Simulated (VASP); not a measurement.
A run of VASP 6.6.1 is set up as follows.

The input INCAR:

```
SYSTEM = ZnS
PREC = Accurate ; ENCUT = 520
EDIFF = 1E-6 ; ISMEAR = -1
SIGMA = 0.02 ; LREAL = .False.
LASPH = .True. ; NELM = 100
ALGO = Normal ; ISIF = 2
LWAVE = .False. ; LCHARG = .False.
GGA = PE ; IBRION = 2
NSW = 80 ; EDIFFG = -0.02
```

Contents of KPOINTS:

```
Automatic mesh
0
Gamma
  8 8 5
  0 0 0
```

The input POSCAR:

```
ZnS
1.0
    3.8110000000      0.0000000000      0.0000000000
   -1.9055000000      3.3004228138      0.0000000000
    0.0000000000      0.0000000000      6.2340000000
Zn S
2 2
Direct
    0.3333333333      0.6666666667      0.0000000000
    0.6666666667      0.3333333333      0.5000000000
    0.3333333333      0.6666666667      0.3850000000
    0.6666666667      0.3333333333      0.8850000000
```

Potentials or basis: VASP PAW PBE potentials, release 64 (Zn, S).

Launch:

```console
$ cat potpaw_PBE.64/Zn/POTCAR potpaw_PBE.64/S/POTCAR > POTCAR
$ mpirun -np 1 vasp_std > vasp.out
```

Question: Estimate the band gap on the k mesh.

Answer: 2.22 eV.

Question: Estimate the energy gained by relaxing.

Answer: 5.4 meV/atom.

The path:
```
step  energy change (eV)  largest force (eV/Å)  pressure (GPa)
   1              0.0000                0.3226            2.50
   2             -0.0157                0.1773            2.38
   3             -0.0216                0.0047            2.33
```

A hybrid or GW would open this gap; PBE tends to underestimate it.
